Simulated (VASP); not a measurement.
# TiSi16 (a cell with a defect) in VASP: a series of runs, part 3 of 3

VASP 6.6.1. The steps go on from the part before.

### 6 Single point, PBE

INCAR

```
SYSTEM = TiSi16
  PREC = Accurate
  ENCUT = 520
  EDIFF = 1E-7
  ISMEAR = -1
  SIGMA = 0.05
  LREAL = Auto
  LASPH = .True.
  NELM = 80
  ALGO = Normal
  ISIF = 2
  LWAVE = .False.
  LCHARG = .False.
  GGA = PE
  NBANDS = 52
```

KPOINTS

```
regular mesh
0
Gamma
  2 2 2
  0 0 0
```

POSCAR

```
TiSi16
1.0
    0.0000000000      5.4300000000      5.4300000000
    5.4300000000      0.0000000000      5.4300000000
    5.4300000000      5.4300000000      0.0000000000
Si Ti
16 1
Direct
   -0.0106077348      0.0066114180     -0.0235727440
    0.1270165746      0.1331860037      0.1082320442
    0.0029097606      0.0416022099      0.4708287293
    0.1024493554      0.1734622468      0.6075138122
   -0.0274769797      0.5105709024      0.0199631676
    0.1114640884      0.6338029466      0.1401565378
   -0.0261418048      0.5498802947      0.5023664825
    0.1061049724      0.6574861878      0.6214272560
    0.5265930018      0.0258931860     -0.0251565378
    0.6171454880      0.0887108656      0.1835543278
    0.5019060773     -0.0253314917      0.5576519337
    0.6488858195      0.1110773481      0.6154051565
    0.5291528545      0.4339963168      0.0181031308
    0.6111602210      0.6455064457      0.0738489871
    0.5387753223      0.4705432781      0.4848526703
    0.6136740331      0.5785727440      0.6720165746
    0.3891160221      0.8552486188      0.3644935543
```

Potentials or basis: VASP PAW PBE potentials, release 64 (Si, Ti_sv).

On the command line:

```sh
> cat potpaw_PBE.64/Si/POTCAR potpaw_PBE.64/Ti_sv/POTCAR > POTCAR
> mpirun -np 1 vasp_std > vasp.out
```

Run time: 3.1 min. Hardware: 1 thread of Intel Xeon 6975P-C (Granite Rapids), shared host; peak memory 0.48 GiB.

The run converged. Its results:

| Item | Value |
| --- | --- |
| Free energy | -89.8446 eV |
| Pressure | 4.0 GPa |
| Largest force | 3.072 eV/Å |
| Band gap on the k mesh | zero (bands 38 and 39 overlap by 0.15 eV) |

Forces in eV/Å, atoms in the order of the input:
```
Si   0.830  1.175  0.132
Si  -0.959 -0.954  0.389
Si  -0.030  0.206 -0.412
Si  -0.299  0.963  0.432
Si  -0.747  0.223  1.058
Si  -1.465 -0.297  0.464
Si  -0.511 -0.012 -0.641
Si   0.327  1.712  0.066
Si   0.311 -0.350 -0.996
Si  -1.092  1.047  0.761
Si  -0.852 -1.322 -2.267
Si   0.645  0.338  0.393
Si   2.631 -1.240 -0.988
Si   0.860  0.885 -0.063
Si   0.492 -1.112  0.145
Si  -0.865 -1.568  1.544
Ti   0.725  0.306 -0.016
```

Stress tensor (GPa, compression positive):
```
 3.57  2.00  1.45
 2.00  2.77 -0.80
 1.45 -0.80  5.69
```

Levels at points of the mesh, in eV from the Fermi level:
```
           k point  band 36  band 37  band 38  band 39  band 40  band 41
(0.00, 0.00, 0.00)    -0.78    -0.46    -0.39    -0.06     0.00     0.07
(0.50, 0.00, 0.00)    -1.05    -0.50    -0.18    -0.05     0.18     0.37
(0.00, 0.50, 0.00)    -0.79    -0.34    -0.13     0.12     0.41     0.56
(0.00, 0.00, 0.50)    -0.87    -0.32    -0.12     0.21     0.37     0.62
(0.50, 0.50, 0.50)    -0.72    -0.04     0.09     0.13     0.44     0.67
(0.50, 0.50, 0.00)    -1.47    -0.58    -0.27     0.57     0.77     1.03
(0.00, 0.50, 0.50)    -1.49    -0.47     0.04     0.55     0.70     0.97
(0.50, 0.00, 0.50)    -1.35    -0.51    -0.02     0.55     0.66     0.98
```

Caveat: the k points lie up to 0.50 Å⁻¹ apart; the atoms stand as in a frame of molecular dynamics.

### 7 Single point, PBE

INCAR

```
ALGO = Normal
EDIFF = 1E-6
ENCUT = 520
GGA = PE
ISIF = 2
ISMEAR = -1
LASPH = T
LCHARG = T
LELF = T
LREAL = Auto
LVHAR = T
LWAVE = F
NBANDS = 52
NELM = 100
PREC = Accurate
SIGMA = 0.05
```

KPOINTS

```
k-points
0
Gamma
  2 2 2
```

POSCAR

```
TiSi16
1.0
    0.0000000000      5.4300000000      5.4300000000
    5.4300000000      0.0000000000      5.4300000000
    5.4300000000      5.4300000000      0.0000000000
Si Ti
16 1
Direct
   -0.0598895028      0.0077716390      0.0851933702
    0.2416482505      0.1086279926     -0.0217403315
   -0.0271823204     -0.0188766114      0.4603499079
    0.0842265193      0.0852394107      0.6569337017
    0.0419889503      0.4496869245     -0.0353406998
    0.1146685083      0.6347974217      0.1157182320
   -0.0333149171      0.4747329650      0.5045303867
    0.0957550645      0.6004143646      0.6031031308
    0.6137661142     -0.0146500921     -0.0337476980
    0.6039502762      0.1496777164      0.2261970534
    0.4412983425      0.0337108656      0.5655340700
    0.6338305709      0.1496869245      0.6237569061
    0.4925230203      0.5192265193      0.0210497238
    0.6708655617      0.6240331492      0.1315101289
    0.4676887661      0.5109300184      0.5087937385
    0.6361233886      0.6479097606      0.6216298343
    0.3627624309      0.8978821363      0.3608103131
```

On the command line:

```sh
> cat potpaw_PBE.64/Si/POTCAR potpaw_PBE.64/Ti_sv/POTCAR > POTCAR
> mpirun -np 1 vasp_std > vasp.out
```

Wall time 3.4 min (1 thread of Intel Xeon 6975P-C (Granite Rapids), shared host); peak memory 0.47 GiB.

The run converged. Its results:

```
Free energy            : -88.2385 eV
Pressure               : 2.5 GPa
Largest force          : 3.671 eV/Å
Band gap on the k mesh : zero (bands 38 and 39 overlap by 0.07 eV)
```

Forces in eV/Å, atoms in the order of the input:
```
Si  -2.940  1.321  1.552
Si   0.014  0.483 -1.316
Si  -0.925  0.258  1.159
Si   0.779 -0.800 -0.542
Si   2.255  0.102  0.978
Si  -0.241  0.123 -0.808
Si  -3.328  0.517  0.589
Si   1.106  0.497  1.183
Si   1.735  0.997  0.047
Si  -0.492 -3.266  0.364
Si   0.632  1.473 -1.476
Si  -0.127 -0.587 -0.190
Si   0.082 -0.056  0.757
Si  -1.215 -0.516 -1.228
Si   0.048  0.686  0.642
Si   2.486 -1.528 -2.228
Ti   0.132  0.297  0.518
```

Stress tensor (GPa, compression positive):
```
 1.86 -3.23 -2.82
-3.23  3.16  0.85
-2.82  0.85  2.45
```

Levels at points of the mesh, in eV from the Fermi level:
```csv
k point,band 34,band 35,band 36,band 37,band 38,band 39,band 40,band 41,band 42,band 43
"(0.00, 0.00, 0.00)",-1.04,-0.92,-0.54,-0.41,-0.14,-0.06,0.18,0.24,0.56,0.75
"(0.50, 0.00, 0.00)",-1.15,-0.83,-0.68,-0.33,-0.06,0.24,0.45,0.65,0.77,0.98
"(0.00, 0.50, 0.00)",-1.11,-1.07,-0.75,-0.51,-0.21,0.11,0.39,0.71,0.85,0.90
"(0.00, 0.00, 0.50)",-1.51,-1.30,-0.47,-0.28,-0.18,0.08,0.17,0.58,0.84,0.88
"(0.50, 0.50, 0.50)",-1.44,-1.14,-0.58,-0.33,-0.08,0.14,0.23,0.40,0.83,1.02
"(0.50, 0.50, 0.00)",-1.50,-1.08,-0.69,-0.58,-0.11,0.41,0.69,0.85,1.09,1.35
"(0.00, 0.50, 0.50)",-1.43,-1.09,-0.95,-0.50,-0.18,0.49,0.66,0.85,1.20,1.27
"(0.50, 0.00, 0.50)",-1.38,-1.31,-0.94,-0.45,0.01,0.44,0.78,0.91,1.19,1.43
```

Caveat: the k points lie up to 0.50 Å⁻¹ apart; the atoms stand as in a frame of molecular dynamics.

### 8 Summary

| cell | gap on the mesh (eV) | pressure (GPa) | largest force (eV/Å) |
| --- | --- | --- | --- |
| as given, atomic positions A | none | 3.3 | 2.78 |
| as given, atomic positions B | none | 4.4 | 4.09 |
| as given, atomic positions C | none | 5.0 | 3.15 |
| as given, atomic positions D | none | 1.8 | 2.14 |
| as given, atomic positions E | none | 4.0 | 3.07 |
| as given, atomic positions F | none | 2.5 | 3.67 |

Alike in all rows: task single point; level PBE; potentials or basis VASP PAW PBE potentials, release 64 (Si, Ti_sv); no spin polarisation; k mesh 2 × 2 × 2; cutoff (eV) 520; smearing fermi-dirac 0.05 eV.

Caveats: all runs use coarse meshes; the atoms stand as in a frame of molecular dynamics (at least some runs).

Absolute energies hang on the potentials; compare differences alone.
